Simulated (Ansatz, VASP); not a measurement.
TePb in VASP and in Ansatz

Contents of INCAR:

```
SYSTEM = TePb
ALGO = Normal
EDIFF = 1E-6
ENCUT = 500
GGA = PE
GGA_COMPAT = .FALSE.
ISIF = 2
ISMEAR = 0
IVDW = 13
LASPH = .TRUE.
LCHARG = .TRUE.
LELF = .TRUE.
LREAL = .FALSE.
LVHAR = .TRUE.
LWAVE = .FALSE.
NBANDS = 17
NELM = 120
PREC = Accurate
SIGMA = 0.05
```

KPOINTS

```
k-points
0
G
  6 6 6
  0 0 0
```

POSCAR

```
TePb
1.0
    0.0000000000      3.2312982860      3.2312982860
    3.2312982860      0.0000000000      3.2312982860
    3.2312982860      3.2312982860      0.0000000000
Pb Te
1 1
Direct
    0.5000000000      0.5000000000      0.5000000000
    0.0000000000      0.0000000000      0.0000000000
```

Input for Ansatz:

```yaml
crystal:
  lattice:
    - [0.0, 3.231298286, 3.231298286]
    - [3.231298286, 0.0, 3.231298286]
    - [3.231298286, 3.231298286, 0.0]
  atoms:
    - { symbol: Pb, position: [0.5, 0.5, 0.5] }
    - { symbol: Te, position: [0.0, 0.0, 0.0] }
basis:
  ecutwfc: 420
  ecutrho_ratio: 4
kpoints:
  mp_grid: { grid: [6, 6, 6] }
hamiltonian:
  xc: pbe
  dispersion: d4
scf:
  occupations: { method: gaussian, width: 0.05 }
output:
  forces: true
  stress: true
  eigenvalues: true
```

Alike in both runs: task single point; functional PBE; dispersion D4; k mesh 6 × 6 × 6; occupations gaussian, width 0.05 eV; no spin polarisation.

|  | VASP | Ansatz |
| --- | --- | --- |
| version | VASP 6.6.1 | Ansatz 0.2.0 |
| potentials or method | VASP PAW PBE potentials, release 64 (Pb_d, Te), cutoff 500 eV | scalar-relativistic, plane waves, PAW |
| valence electrons in the cell | 20 | 30 |

|  | VASP | Ansatz | Ansatz less VASP |
| --- | --- | --- | --- |
| gap on the k mesh at the Fermi level (eV) | 0.74 | 0.73 | -0.005 |
| least direct gap on the mesh (eV) | 0.74 | 0.73 | -0.005 |
| pressure (GPa) | 0.1 | 0.2 | +0.06 |

VASP's potentials hold 20 valence electrons a cell and Ansatz's 30, so a difference there can come from the potentials and not from the codes.

Spin-orbit coupling is off throughout.
